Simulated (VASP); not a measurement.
Set up this calculation in VASP 6.6.1, as the native input.

```
Task                               : single point
Functional                         : HSE06
Potentials or basis                : VASP PAW PBE potentials, release 64 (Si)
Cutoff                             : 520 eV
k mesh                             : 6 × 6 × 6
Occupations                        : gaussian, width 0.01 eV
Spin                               : no spin polarisation
Dipole correction                  : no
Grid for exact exchange (PRECFOCK) : Normal
Further INCAR settings             : ALGO = Normal; EDIFF = 1e-06; NBANDS = 11
Screening parameter                : 0.2079 1/Å
```

Si:

```
CELL_PARAMETERS angstrom
-0.11720 2.73449 2.73449
2.73449 -0.11720 2.73449
2.73449 2.73449 -0.11720
ATOMIC_POSITIONS crystal
Si 0.99764 0.99764 0.99764
Si 0.25236 0.25236 0.25236
```

This cell differs from its parent crystal: epitaxial 111 strain +4.8%.

These files were run (other wordings do the same):

POSCAR

```
Si
1.0
   -0.1171996327      2.7344921229      2.7344921229
    2.7344921229     -0.1171996327      2.7344921229
    2.7344921229      2.7344921229     -0.1171996327
Si
2
Direct
   -0.0023604143     -0.0023604143     -0.0023604143
    0.2523604143      0.2523604143      0.2523604143
```

INCAR.step1

```
SYSTEM = Si
PREC = Accurate
ENCUT = 520
EDIFF = 1E-5
ISMEAR = 0
SIGMA = 0.01
LREAL = .False.
LASPH = .True.
NELM = 80
ALGO = Normal
ISIF = 2
LWAVE = .True.
LCHARG = .False.
GGA = PE
NBANDS = 11
```

INCAR.step2

```
SYSTEM = Si
PREC = Accurate
ENCUT = 520
EDIFF = 1E-6
ISMEAR = 0
SIGMA = 0.01
LREAL = .False.
LASPH = .True.
NELM = 80
ALGO = Normal
ISIF = 2
LWAVE = .False.
LCHARG = .False.
GGA = PE
LHFCALC = .True.
HFSCREEN = 0.2079
PRECFOCK = Normal
ISTART = 1
NBANDS = 11
```

KPOINTS

```
Automatic mesh
0
Gamma
  6 6 6
  0 0 0
```

Potentials or basis: VASP PAW PBE potentials, release 64 (Si).

Command:

```bash
$ cat potpaw_PBE.64/Si/POTCAR > POTCAR
$ cp INCAR.step1 INCAR
$ mpirun -np 1 vasp_std > vasp.out
$ cp INCAR.step2 INCAR
$ mpirun -np 1 vasp_std > vasp.out
```

Results of the run:

```
Pressure               : -6.7 GPa
Largest force          : 0.004 eV/Å
Band gap on the k mesh : 0.88 eV, indirect (least direct gap 2.48 eV)
```

Caveat: the cell differs from its parent crystal (epitaxial 111 strain +4.8%); the PAW data sets were made with another functional, which shifts forces and pressure a little.

Run time: 36 min on 1 thread of Oxide Virtual Turin-like Processor (shared host), peak memory 0.24 GiB.
